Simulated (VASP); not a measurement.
## LiCl: single point with PBE

LiCl:

```
CELL_PARAMETERS angstrom
0.00000 2.56477 2.56477
2.56477 0.00000 2.56477
2.56477 2.56477 0.00000
ATOMIC_POSITIONS crystal
Cl 0.50000 0.50000 0.50000
Li 0.00000 0.00000 0.00000
```

```
Program                : VASP 6.6.1
Task                   : single point
Functional             : PBE
Potentials or basis    : VASP PAW PBE potentials, release 64 (Cl, Li_sv)
Cutoff                 : 520 eV
k mesh                 : 9 × 9 × 9
Occupations            : gaussian, width 0.024 eV
Spin                   : no spin polarisation
Dipole correction      : no
Further INCAR settings : ALGO = Normal; EDIFF = 1e-07; NBANDS = 12
```

```yaml
Band_gap_on_the_k_mesh: 6.34 eV, direct
```

Levels at points of the mesh, in eV from the valence-band top:
```tsv
k point	band 3	band 4	band 5	band 6	band 7	band 8
(0.00, 0.00, 0.00)	0.00	0.00	0.00	6.34	11.94	11.94
```

Run time: 6.4 s on 1 thread of Intel(R) Xeon(R) 6975P-C (Granite Rapids) (shared host), peak memory 0.15 GiB.

 A k mesh can miss the band edges.
